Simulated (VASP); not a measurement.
ZnSe (Stilleite):

```
CELL_PARAMETERS angstrom
0.00000 2.83380 2.83380
2.83380 0.00000 2.83380
2.83380 2.83380 0.00000
ATOMIC_POSITIONS crystal
Se 0.75000 0.75000 0.75000
Zn 0.00000 0.00000 0.00000
```

| Property | Result |
| --- | --- |
| Program | VASP 6.6.1 |
| Task | relaxation of cell and atoms |
| Functional | LDA |
| Potentials or basis | VASP PAW LDA potentials, release 64 (Se, Zn) |
| Cutoff | 600 eV |
| k mesh | 8 × 8 × 8 |
| Occupations | fermi-dirac, width 0.05 eV |
| Spin | no spin polarisation |

At the start: pressure -3.1 GPa; volume 22.76 Å³/atom.

Question: How do energy, volume and symmetry change on relaxing?

Answer: Over 5 steps the energy falls by 11.0 meV/atom and the volume is 21.68 Å³/atom (-4.7 %); space group F-43m (No. 216, to 0.05 Å).

The path:
```csv
step,energy change (eV),largest force (eV/Å),pressure (GPa),volume (Å³)
1,0.0000,0.0000,-3.13,45.51
2,-0.0194,0.0000,1.19,42.65
3,-0.0220,0.0000,-0.16,43.35
4,-0.0220,0.0000,0.11,43.26
5,-0.0220,0.0000,0.02,43.35
```

Final structure:
```cif
data_structure
_symmetry_space_group_name_H-M 'P 1'
_symmetry_Int_Tables_number 1
_cell_length_a 3.9432
_cell_length_b 3.9432
_cell_length_c 3.9432
_cell_angle_alpha 60.000
_cell_angle_beta 60.000
_cell_angle_gamma 60.000
_cell_volume 43.35
loop_
_atom_site_label
_atom_site_type_symbol
_atom_site_fract_x
_atom_site_fract_y
_atom_site_fract_z
_atom_site_occupancy
Se1 Se 0.75000 0.75000 0.75000 1
Zn1 Zn 0.00000 0.00000 0.00000 1
```
